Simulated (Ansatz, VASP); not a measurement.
# One calculation of In2O3, two programs

```xyz
10
Lattice="2.8089 1.6217 4.7573 -2.8089 1.6217 4.7573 0.0000 -3.2434 4.7573" Properties=species:S:1:pos:R:3 pbc="T T T"
In    0.0000    0.0000   12.2537
In    0.0000    0.0000    5.1178
In    0.0000    0.0000    2.0181
In    0.0000    0.0000    9.1540
O     1.1436   -1.6217    5.9466
O    -1.9763   -0.1795    5.9466
O    -1.1436    1.6217    8.3252
O    -0.8326   -1.8013    8.3252
O     1.9763    0.1795    8.3252
O     0.8326    1.8013    5.9466
```

Change from the starting cell: epitaxial_xy strain +2.0%.

Alike in both runs: task single point; functional PBE; k mesh 6 × 6 × 6; occupations fermi-dirac, width 0.02 eV; no spin polarisation.

|  | VASP | Ansatz |
| --- | --- | --- |
| version | VASP 6.6.1 | Ansatz 0.2.0 |
| potentials or method | VASP PAW PBE potentials, release 64 (In_d, O) | plane waves, PAW |
| plane-wave cutoff (eV) | 520 | 420 |
| valence electrons in the cell | 88 | 88 |

|  | VASP | Ansatz | Ansatz less VASP |
| --- | --- | --- | --- |
| gap on the k mesh at the Fermi level (eV) | 0.99 | 1.00 | +0.008 |
| pressure (GPa) | 2.5 | 2.0 | -0.43 |
| traceless stress, the component that is largest in VASP (GPa) | 3.36 | 3.48 | +0.123 |
| rms of the force components (eV/Å) | 0.039 | 0.041 | +0.0030 |

Atom by atom the forces differ by 0.005 eV/Å (rms over components). The functional is the same, so the differences come from potentials, cutoffs and numerics.
